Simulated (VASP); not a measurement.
# Ge (Cmcm) in VASP: settings compared

Aim: see how the results for Ge move with the level of theory and the settings. Levels: PBEsol, LDA, PBE, RPBE. Tasks: single point.

All numbers are computed with VASP 6.6.1; they aren't measurements. Logs are shortened: lines on timing, memory, paths and dates and some standing lists are left out, and cuts for length are marked.

### Step 1. The cell of the first run

Symmetry: Cmcm, No. 63, orthorhombic system. The conventional cell has a = 2.976 Å, b = 5.189 Å, c = 4.728 Å, α = 90.00°, β = 90.00°, γ = 90.00°. Within 3.9 Å of Ge (site symmetry m2m) lie 12 Ge at 2.92 to 2.99 Å.

### Step 2. Single point, PBEsol

Input file INCAR:

```
SYSTEM = Ge
PREC = Accurate
ENCUT = 520
EDIFF = 1E-7
ISMEAR = 0
SIGMA = 0.02
LREAL = .FALSE.
LASPH = .TRUE.
NELM = 60
ALGO = Normal
ISIF = 2
LWAVE = .FALSE.
LCHARG = .FALSE.
GGA = PS
NBANDS = 21
```

Input file KPOINTS:

```
regular mesh
0
G
  10 10 6
  0 0 0
```

Input file POSCAR:

```
Ge
1.0
    1.4880529250     -2.5946896100      0.0000000000
    1.4880529250      2.5946896100      0.0000000000
    0.0000000000      0.0000000000      4.7275957900
Ge
2
Direct
    0.3334466300      0.6665533700      0.2500000000
    0.6665533700      0.3334466300      0.7500000000
```

Potentials or basis: VASP PAW PBE potentials, release 64 (Ge_d).

On the command line:

```console
> cat potpaw_PBE.64/Ge_d/POTCAR > POTCAR
> mpirun -np 1 vasp_std > vasp.out
```

OUTCAR:

```text
SYSTEM = Ge
   PREC = Accurate
   ENCUT = 520
   EDIFF = 1E-7
   ISMEAR = 0
   LREAL = .FALSE.
   LASPH = .TRUE.
   NELM = 60
   ISIF = 2
   GGA = PS

 ion  position               nearest neighbor table
   1  0.333  0.667  0.250-
   2  0.667  0.333  0.750-

  LATTYP: Found a base centered orthorhombic cell.
 ALAT       =     2.9761058500
 B/A-ratio  =     1.7436809984
 C/A-ratio  =     1.5885173540

  Lattice vectors:

 A1 = (   1.4880529250,  -2.5946896100,   0.0000000000)
 A2 = (   1.4880529250,   2.5946896100,   0.0000000000)
 A3 = (   0.0000000000,   0.0000000000,   4.7275957900)

Analysis of symmetry for initial positions (statically):
=====================================================================
 Subroutine PRICEL returns:
 Original cell was already a primitive cell.

 Routine SETGRP: Setting up the symmetry group for a
 base centered orthorhombic supercell.

 Subroutine GETGRP returns: Found  8 space group operations
 (whereof  4 operations were pure point group operations)
 out of a pool of  8 trial point group operations.

The static configuration has the point symmetry C_2h.
 The point group associated with its full space group is D_2h.

Analysis of symmetry for dynamics (positions and initial velocities):
=====================================================================
 Subroutine PRICEL returns:
 Original cell was already a primitive cell.

 Routine SETGRP: Setting up the symmetry group for a
 base centered orthorhombic supercell.

 Subroutine GETGRP returns: Found  8 space group operations
 (whereof  4 operations were pure point group operations)
 out of a pool of  8 trial point group operations.

The dynamic configuration has the point symmetry C_2h.
 The point group associated with its full space group is D_2h.

 Subroutine INISYM returns: Found  8 space group operations
 (whereof  4 operations are pure point group operations),
 and found     1 'primitive' translations

----------------------------------------------------------------------------------------

                                     Primitive cell

  volume of cell :      36.5068

  direct lattice vectors                    reciprocal lattice vectors
     1.488052925 -2.594689610  0.000000000     0.336009554 -0.192701277  0.000000000
     1.488052925  2.594689610  0.000000000     0.336009554  0.192701277  0.000000000
     0.000000000  0.000000000  4.727595790     0.000000000  0.000000000  0.211524006

  length of vectors
     2.991106096  2.991106096  4.727595790     0.387345069  0.387345069  0.211524006

  position of ions in fractional coordinates (direct lattice)
     0.333446630  0.666553370  0.250000000
     0.666553370  0.333446630  0.750000000

  ion indices of the primitive-cell ions
   primitive index   ion index
                 1           1
                 2           2

----------------------------------------------------------------------------------------

 KPOINTS: regular mesh

Automatic generation of k-mesh.
 Grid dimensions read from file:
 generate k-points for:   10   10    6

 Generating k-lattice:

  Cartesian coordinates                     Fractional coordinates (reciprocal lattice)
     0.033600955 -0.019270128  0.000000000     0.100000000 -0.000000000  0.000000000
     0.033600955  0.019270128  0.000000000    -0.000000000  0.100000000  0.000000000
     0.000000000  0.000000000  0.035254001     0.000000000  0.000000000  0.166666667

  Length of vectors
     0.038734507  0.038734507  0.035254001

  Shift w.r.t. Gamma in fractional coordinates (k-lattice)
     0.000000000  0.000000000  0.000000000

 Subroutine IBZKPT returns following result:
 ===========================================

 Found    124 irreducible k-points:

 Following reciprocal coordinates:
            Coordinates               Weight
  0.000000  0.000000  0.000000      1.000000
  0.100000  0.000000  0.000000      4.000000
  0.200000  0.000000  0.000000      4.000000
  0.300000 -0.000000  0.000000      4.000000
  0.400000 -0.000000  0.000000      4.000000
  0.500000 -0.000000  0.000000      2.000000
[... 16 lines left out ...]
  0.300000  0.300000  0.000000      2.000000
  0.400000  0.300000  0.000000      4.000000
 [... further k-points ...]
   k-points           NKPTS =    124   k-points in BZ     NKDIM =    124   number of bands    NBANDS=     21
   number of dos      NEDOS =    301   number of ions     NIONS =      2
   total plane-waves  NPLWV =  20736
   dimension x,y,z NGX =    24 NGY =   24 NGZ =   36
   dimension x,y,z NGXF=    48 NGYF=   48 NGZF=   72
   ions per type =               2
   NGX,Y,Z   is equivalent  to a cutoff of  13.34, 13.34, 12.66 a.u.
   NGXF,Y,Z  is equivalent  to a cutoff of  26.68, 26.68, 25.32 a.u.
 SYSTEM =  Ge
   PREC   = accura    normal or accurate (medium, high low for compatibility)
   ISTART =      0    job   : 0-new  1-cont  2-samecut
   ICHARG =      2    charge: 1-file 2-atom 10-const
   ISPIN  =      1    spin polarized calculation?
   LNONCOLLINEAR =      F non collinear calculations
   LSORBIT =      F    spin-orbit coupling
   LASPH  =      T    aspherical Exc in radial PAW
   ENCUT  =  520.0 eV  38.22 Ry    6.18 a.u.   5.56  5.56  8.79*2*pi/ulx,y,z
   NELM   =     60;   NELMIN=  2; NELMDL= -5     # of ELM steps
   EDIFF  = 0.1E-06   stopping-criterion for ELM
   LREAL  =      F    real-space projection
   EDIFFG = 0.1E-05   stopping-criterion for IOM
   NSW    =      0    number of steps for IOM
   IBRION =     -1    ionic relax: 0-MD 1-quasi-New 2-CG
   NFREE  =      0    steps in history (QN), initial steepest desc. (CG)
   ISIF   =      2    stress and relaxation
   ISYM   =      2    0-nonsym 1-usesym 2-fastsym
   POTIM  = 0.5000    time-step for ionic-motion
   TEBEG  =    0.0;   TEEND  =   0.0 temperature during run
   PSTRESS=    0.0 pullay stress
   NELECT =      28.0000    total number of electrons
   NUPDOWN=      -1.0000    fix difference up-down
   EMIN   =  10.00;   EMAX   =-10.00  energy-range for DOS
   EFERMI =   0.00;   METHOD = LEGACY
   ISMEAR =     0;   SIGMA  =   0.02  broadening in eV -4-tet -1-fermi 0-gaus
   EFERMI_NEDOS =   21; number of points for ismear=-14 and -15
   IALGO  =     38    algorithm
   IMIX   =      4    mixing-type and parameters
     AMIX     =   0.40;   BMIX     =  1.00
     AMIX_MAG =   1.60;   BMIX_MAG =  1.00
  volume/ion in A,a.u.               =      18.25       123.18
  Fermi-wavevector in a.u.,A,eV,Ry     =   1.498544  2.831837 30.553703  2.245634
  Thomas-Fermi vector in A             =   2.610289
   LORBIT       =      0    0 simple, 1 ext, 2 COOP (PROOUT), +10 PAW based schemes
   GGA     = PS    functional components
   LHFCALC =     F    Hartree Fock is set to
   AEXX    =    0.0000 exact exchange contribution
   IVDW    =     0    specifies the selected vdW correction
   LEPSILON=     F    determine dielectric tensor
   LRPA    =     F    only Hartree local field effects (RPA)
 non-spin polarized calculation
 Gauss-broadening in eV      SIGMA  =   0.02
  energy-cutoff  :      520.00
  volume of cell :       36.51
 maximum number of plane-waves:      1014
 NGX is ok and might be reduce to    24
   NGX = 11   NGY = 11   NGZ = 17

 number of electron      28.0000012 magnetization

 Free energy of the ion-electron system (eV)
  ---------------------------------------------------
  ext. energy  EPLUGINS =         0.00000000
  ---------------------------------------------------
  free energy    TOTEN  =        -9.33718405 eV

  energy without entropy =       -9.33679760  energy(sigma->0) =       -9.33699082

 E-fermi :   6.8986     XC(G=0): -11.6050

 val. band max:        6.8834717412   @ k =   0.5000   0.3000   0.1667
 cond. band min:       6.9102117785   @ k =   0.3000   0.2000   0.5000
 fundamental gap:      0.0267400373
 Fermi energy:         6.8986015352

 k-point     1 :       0.0000    0.0000    0.0000
  band No.  band energies     occupation
      1     -17.6503      2.00000
      2     -17.6391      2.00000
      3     -17.6375      2.00000
      4     -17.6354      2.00000
      5     -17.6298      2.00000
      6     -17.6265      2.00000
[... 13 lines left out ...]
     20      19.8278      0.00000
     21      21.0985      0.00000

 k-point     2 :       0.1000    0.0000    0.0000
  band No.  band energies     occupation
      1     -17.6522      2.00000
      2     -17.6432      2.00000
      3     -17.6296      2.00000
      4     -17.6259      2.00000
      5     -17.6232      2.00000
      6     -17.6206      2.00000
[... 13 lines left out ...]
     20      19.9953      0.00000
     21      21.2098      0.00000

 k-point     3 :       0.2000    0.0000    0.0000
  band No.  band energies     occupation
      1     -17.6674      2.00000
      2     -17.6371      2.00000
      3     -17.6317      2.00000
      4     -17.6292      2.00000
      5     -17.6202      2.00000
      6     -17.6070      2.00000
[... 13 lines left out ...]
     20      19.8515      0.00000
     21      21.0610      0.00000

 k-point     4 :       0.3000   -0.0000    0.0000
  band No.  band energies     occupation
      1     -17.6843      2.00000
      2     -17.6472      2.00000
      3     -17.6392      2.00000
      4     -17.6370      2.00000
      5     -17.6073      2.00000
      6     -17.5793      2.00000
[... 13 lines left out ...]
     20      18.8898      0.00000
     21      20.3798      0.00000

 k-point     5 :       0.4000   -0.0000    0.0000
  band No.  band energies     occupation
      1     -17.6971      2.00000
      2     -17.6612      2.00000
      3     -17.6467      2.00000
      4     -17.6402      2.00000
      5     -17.5946      2.00000
      6     -17.5872      2.00000
[... 13 lines left out ...]
     20      18.3338      0.00000
     21      19.8918      0.00000

 k-point     6 :       0.5000   -0.0000    0.0000
  band No.  band energies     occupation
      1     -17.7019      2.00000
      2     -17.6669      2.00000
      3     -17.6495      2.00000
      4     -17.6417      2.00000
      5     -17.5909      2.00000
      6     -17.5897      2.00000
[... 13 lines left out ...]
     20      18.1435      0.00000
     21      19.7025      0.00000

 k-point     7 :       0.1000    0.1000    0.0000
  band No.  band energies     occupation
      1     -17.6521      2.00000
      2     -17.6510      2.00000
      3     -17.6287      2.00000
      4     -17.6262      2.00000
      5     -17.6188      2.00000
      6     -17.6148      2.00000
[... 13 lines left out ...]
     20      18.7786      0.00000
     21      19.8499      0.00000
[... 291 lines left out ...]
      1     -17.6606      2.00000
      2     -17.6544      2.00000
      3     -17.6526      2.00000
      4     -17.6342      2.00000
      5     -17.6009      2.00000
      6     -17.5877      2.00000
[... 13 lines left out ...]
     20      19.3330      0.00000
     21      20.2104      0.00000

 k-point    21 :      -0.3000    0.2000    0.0000
  band No.  band energies     occupation
      1     -17.6697      2.00000
      2     -17.6433      2.00000
      3     -17.6423      2.00000
      4     -17.6327      2.00000
      5     -17.6155      2.00000
      6     -17.5951      2.00000
[... 13 lines left out ...]
     20      17.7651      0.00000
     21      20.6344      0.00000

 k-point    22 :      -0.2000    0.2000    0.0000
  band No.  band energies     occupation
      1     -17.6701      2.00000
      2     -17.6374      2.00000
      3     -17.6315      2.00000
      4     -17.6286      2.00000
      5     -17.6224      2.00000
      6     -17.6054      2.00000
[... 13 lines left out ...]
     20      19.8602      0.00000
     21      21.1808      0.00000

 k-point    23 :       0.3000    0.3000    0.0000
  band No.  band energies     occupation
      1     -17.6846      2.00000
      2     -17.6342      2.00000
      3     -17.6310      2.00000
      4     -17.6231      2.00000
      5     -17.6058      2.00000
      6     -17.5923      2.00000
[... 13 lines left out ...]
     20      22.4702      0.00000
     21      23.0369      0.00000

 k-point    24 :       0.4000    0.3000    0.0000
  band No.  band energies     occupation
      1     -17.6844      2.00000
      2     -17.6340      2.00000
      3     -17.6303      2.00000
      4     -17.6219      2.00000
      5     -17.6065      2.00000
      6     -17.5936      2.00000
[... 13 lines left out ...]
     20      22.6023      0.00000
     21      23.2036      0.00000

 [... further k-points ...]
[... 5 lines left out ...]
  --------------------------------------------------------------------------------------
  -------------------------------------------------------------------------------------
  Total       -0.1362270      0.1479426      0.3657097      0.0000000     -0.0000000      0.0000000
  in kB       -5.9786037      6.4927632     16.0499226      0.0000000     -0.0000000      0.0000000
  external PRESSURE =       5.5213607 kB  Pullay stress =       0.0000000 kB

 VOLUME and BASIS-vectors are now :
 -----------------------------------------------------------------------------
  energy-cutoff  :      520.00
  volume of cell :       36.51
      direct lattice vectors                 reciprocal lattice vectors
     1.488052925 -2.594689610  0.000000000     0.336009554 -0.192701277  0.000000000
     1.488052925  2.594689610  0.000000000     0.336009554  0.192701277  0.000000000
     0.000000000  0.000000000  4.727595790     0.000000000  0.000000000  0.211524006

 POSITION                                       TOTAL-FORCE (eV/Angst)
 -----------------------------------------------------------------------------------
      1.48805      0.86431      1.18190         0.000000      0.012568     -0.000000
      1.48805     -0.86431      3.54570         0.000000     -0.012568      0.000000
 -----------------------------------------------------------------------------------
    total drift:                                0.000000     -0.000000      0.000000

  FREE ENERGIE OF THE ION-ELECTRON SYSTEM (eV)
  ---------------------------------------------------
  free  energy   TOTEN  =        -9.3371840479 eV

  energy  without entropy=       -9.3367976002  energy(sigma->0) =       -9.33699082
```

It took 40 s on 1 thread of Intel Xeon Platinum 8488C (Sapphire Rapids), shared host; peak memory 0.2 GiB.

Results:

| Quantity | Value |
| --- | --- |
| Free energy | -9.3372 eV |
| Pressure | 0.6 GPa |
| Largest force | 0.013 eV/Å |
| Band gap on the k mesh | zero (band 14 reaches 13.67 eV, above the bottom of band 15 at 4.70 eV) |

Forces in eV/Å, atoms in the order of the input:
```
Ge   0.000  0.013  0.000
Ge   0.000 -0.013  0.000
```

Stress tensor (GPa, compression positive):
```
-0.60  0.00  0.00
 0.00  0.65  0.00
 0.00  0.00  1.60
```

Caveat: the PAW data sets were made with another functional, which shifts forces and pressure a little.

### Step 3. Single point, LDA

Input file INCAR:

```
  ALGO = Normal
  EDIFF = 1E-6
  ENCUT = 520
  GGA = CA
  ISIF = 2
  ISMEAR = 0
  LASPH = T
  LCHARG = F
  LREAL = F
  LWAVE = F
  NBANDS = 21
  NELM = 100
  PREC = Accurate
  SIGMA = 0.1
```

Input file KPOINTS:

```
k-points
0
Gamma
  10 10 6
```

POSCAR is that of step 2.

Potentials or basis: VASP PAW LDA potentials, release 64 (Ge_d).

On the command line:

```console
> cat potpaw_LDA.64/Ge_d/POTCAR > POTCAR
> mpirun -np 1 vasp_std > vasp.out
```

OUTCAR:

```text
EDIFF = 1E-6
   ENCUT = 520
   GGA = CA
   ISIF = 2
   ISMEAR = 0
   LASPH = T
   LREAL = F
   NELM = 100
   PREC = Accurate

 ion  position               nearest neighbor table
   1  0.333  0.667  0.250-
   2  0.667  0.333  0.750-

  LATTYP: Found a base centered orthorhombic cell.
 ALAT       =     2.9761058500
 B/A-ratio  =     1.7436809984
 C/A-ratio  =     1.5885173540

  Lattice vectors:

 A1 = (   1.4880529250,  -2.5946896100,   0.0000000000)
 A2 = (   1.4880529250,   2.5946896100,   0.0000000000)
 A3 = (   0.0000000000,   0.0000000000,   4.7275957900)

Analysis of symmetry for initial positions (statically):
=====================================================================
 Subroutine PRICEL returns:
 Original cell was already a primitive cell.

 Routine SETGRP: Setting up the symmetry group for a
 base centered orthorhombic supercell.

 Subroutine GETGRP returns: Found  8 space group operations
 (whereof  4 operations were pure point group operations)
 out of a pool of  8 trial point group operations.

The static configuration has the point symmetry C_2h.
[... 152 lines left out ...]
   NGX = 11   NGY = 11   NGZ = 17

 number of electron      28.0000012 magnetization

 Free energy of the ion-electron system (eV)
  ---------------------------------------------------
  ext. energy  EPLUGINS =         0.00000000
  ---------------------------------------------------
  free energy    TOTEN  =        -9.79003668 eV

  energy without entropy =       -9.78418798  energy(sigma->0) =       -9.78711233

 E-fermi :   6.7703     XC(G=0): -11.7458

 val. band max:        6.7539989767   @ k =   0.5000   0.2000   0.5000
 cond. band min:       6.7768367569   @ k =   0.3000   0.2000   0.1667
 fundamental gap:      0.0228377801
 Fermi energy:         6.7702698158

 k-point     1 :       0.0000    0.0000    0.0000
  band No.  band energies     occupation
      1     -17.9512      2.00000
      2     -17.9416      2.00000
      3     -17.9392      2.00000
      4     -17.9378      2.00000
      5     -17.9324      2.00000
      6     -17.9291      2.00000
[... 565 lines left out ...]
     20      22.4783      0.00000
     21      23.0843      0.00000

 [... further k-points ...]
[... 5 lines left out ...]
  --------------------------------------------------------------------------------------
  -------------------------------------------------------------------------------------
  Total       -0.4886656     -0.4162035      0.0572743      0.0000000     -0.0000000      0.0000000
  in kB      -21.4460944    -18.2659449      2.5136016      0.0000000     -0.0000000      0.0000000
  external PRESSURE =     -12.3994792 kB  Pullay stress =       0.0000000 kB

 VOLUME and BASIS-vectors are now :
 -----------------------------------------------------------------------------
  energy-cutoff  :      520.00
  volume of cell :       36.51
      direct lattice vectors                 reciprocal lattice vectors
     1.488052925 -2.594689610  0.000000000     0.336009554 -0.192701277  0.000000000
     1.488052925  2.594689610  0.000000000     0.336009554  0.192701277  0.000000000
     0.000000000  0.000000000  4.727595790     0.000000000  0.000000000  0.211524006

 POSITION                                       TOTAL-FORCE (eV/Angst)
 -----------------------------------------------------------------------------------
      1.48805      0.86431      1.18190         0.000000      0.000325      0.000000
      1.48805     -0.86431      3.54570         0.000000     -0.000325      0.000000
 -----------------------------------------------------------------------------------
    total drift:                                0.000000     -0.000000      0.000000

  FREE ENERGIE OF THE ION-ELECTRON SYSTEM (eV)
  ---------------------------------------------------
  free  energy   TOTEN  =        -9.7900366823 eV

  energy  without entropy=       -9.7841879777  energy(sigma->0) =       -9.78711233
```

OSZICAR:

```text
N       E                     dE             d eps       ncg     rms          rms(c)
DAV:   1     0.172348894939E+03    0.17235E+03   -0.14334E+04  6010   0.379E+03
DAV:   2     0.132040326353E+02   -0.15914E+03   -0.15412E+03  5268   0.574E+02
DAV:   3    -0.919957213605E+01   -0.22404E+02   -0.22152E+02  5824   0.130E+02
DAV:   4    -0.981794321531E+01   -0.61837E+00   -0.61794E+00  5891   0.248E+01
DAV:   5    -0.982690596228E+01   -0.89627E-02   -0.89625E-02  5956   0.324E+00    0.173E+00
DAV:   6    -0.980111354182E+01    0.25792E-01   -0.22311E-02  7087   0.224E+00    0.926E-01
DAV:   7    -0.979042715862E+01    0.10686E-01   -0.13088E-02  7130   0.131E+00    0.879E-02
DAV:   8    -0.979003655653E+01    0.39060E-03   -0.10129E-03  6157   0.564E-01    0.286E-02
DAV:   9    -0.979003655677E+01   -0.24011E-09   -0.23023E-05  5952   0.592E-02    0.927E-03
DAV:  10    -0.979003668231E+01   -0.12554E-06   -0.10812E-06  4720   0.849E-03
   1 F= -.97900367E+01 E0= -.97871123E+01  d E =-.584870E-02
```

stdout:

```text
POSCAR found type information on POSCAR Ge
 POSCAR found :  1 types and       2 ions
 scaLAPACK will be used
 LDA part: xc-table for (Slater(with rela. corr.)+CA(PZ))
 , standard interpolation
 POSCAR, INCAR and KPOINTS ok, starting setup
 FFT: planning ... GRIDC
 FFT: planning ... GRID_SOFT
 FFT: planning ... GRID
 WAVECAR not read
 entering main loop
```

Run time: 33 s. Hardware: 1 thread of Intel Xeon Platinum 8488C (Sapphire Rapids), shared host; peak memory 0.19 GiB.

Results:

- Free energy: -9.7900 eV
- Pressure: -1.2 GPa
- Band gap on the k mesh: zero (band 14 reaches 13.44 eV, above the bottom of band 15 at 4.58 eV)

(Part 1 of 2 ends here.)
